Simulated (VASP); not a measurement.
Runs of VASP 6.6.1 on C. The structure is that of space group R-3m (No. 166), or close to it. The cells are those of the table. 

```csv
cell,gap on the mesh (eV),pressure (GPa),largest force (eV/Å)
"a = 3.604 Å, angles 39.5°, 2 atoms",0.55,9.0,0.85
"a = 3.573 Å, angles 39.5°, 2 atoms",0.55,17.5,(d)
"a = 3.665 Å, angles 39.5°, 2 atoms",0.55,(b),0.88
"a = 3.752 Å, angles 39.5°, 2 atoms",0.55,-21.6,0.90
"a = 3.542 Å, angles 39.5°, 2 atoms",0.55,27.0,0.82
"a = 3.510 Å, angles 39.5°, 2 atoms",0.55,37.7,(c)
"a = 3.724 Å, angles 39.5°, 2 atoms",0.55,-16.8,0.90
"a = 3.635 Å, angles 39.5°, 2 atoms",0.55,1.4,(a)
"a = 3.695 Å, angles 39.5°, 2 atoms",0.55,-11.4,0.89
```

Alike in all rows: task single point; level PBEsol; potentials or basis VASP PAW PBE potentials, release 64 (C); no spin polarisation; k mesh 14 × 14 × 14; cutoff (eV) 600; smearing fermi-dirac 0.15 eV.

Estimate the missing entries.

(a) 0.87; (b) -5.3; (c) 0.79; (d) 0.84.

Caveats: the PAW data sets were made with another functional, which shifts forces and pressure a little.

A k mesh can miss the band edges.
